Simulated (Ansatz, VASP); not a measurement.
# Sn: VASP beside Ansatz

INCAR

```
SYSTEM = Sn
PREC = Accurate
ENCUT = 520
EDIFF = 1E-6
ISMEAR = -1
SIGMA = 0.1
LREAL = .FALSE.
LASPH = .TRUE.
NELM = 60
ALGO = Normal
ISIF = 2
LWAVE = .FALSE.
LCHARG = .FALSE.
GGA = PS
NBANDS = 13
```

File KPOINTS:

```
regular mesh
0
G
  11 11 11
  0 0 0
```

File POSCAR:

```
Sn
1.0
   -1.9318114732      1.9318114732      1.9318114732
    1.9318114732     -1.9318114732      1.9318114732
    1.9318114732      1.9318114732     -1.9318114732
Sn
1
Direct
    0.0000000000      0.0000000000      0.0000000000
```

Input for Ansatz:

```yaml
crystal:
  lattice:
    - [-1.931811473227897, 1.931811473227897, 1.931811473227897]
    - [1.931811473227897, -1.931811473227897, 1.931811473227897]
    - [1.931811473227897, 1.931811473227897, -1.931811473227897]
  atoms:
    - { symbol: Sn, position: [0.0, 0.0, 0.0] }
basis:
  ecutwfc: 462.593566181796
kpoints:
  mp_grid:
    grid: [11, 11, 11]
hamiltonian:
  xc: pbesol
scf:
  max_iter: 75
  occupations:
    method: fermi_dirac
    width: 0.1
output:
  stress: true
```

Alike in both runs: task single point; functional PBEsol; k mesh 11 × 11 × 11; occupations fermi-dirac, width 0.1 eV; no spin polarisation.

```csv
,VASP,Ansatz
version,VASP 6.6.1,Ansatz 0.2.0
potentials or method,"VASP PAW PBE potentials, release 64 (Sn_d), cutoff 520 eV","plane waves, PAW"
valence electrons in the cell,14,14
```

```tsv
	VASP	Ansatz	Ansatz less VASP
pressure (GPa)	-4.1	-4.1	+0.04
```

VASP's potentials were made for PBE, not for PBEsol.
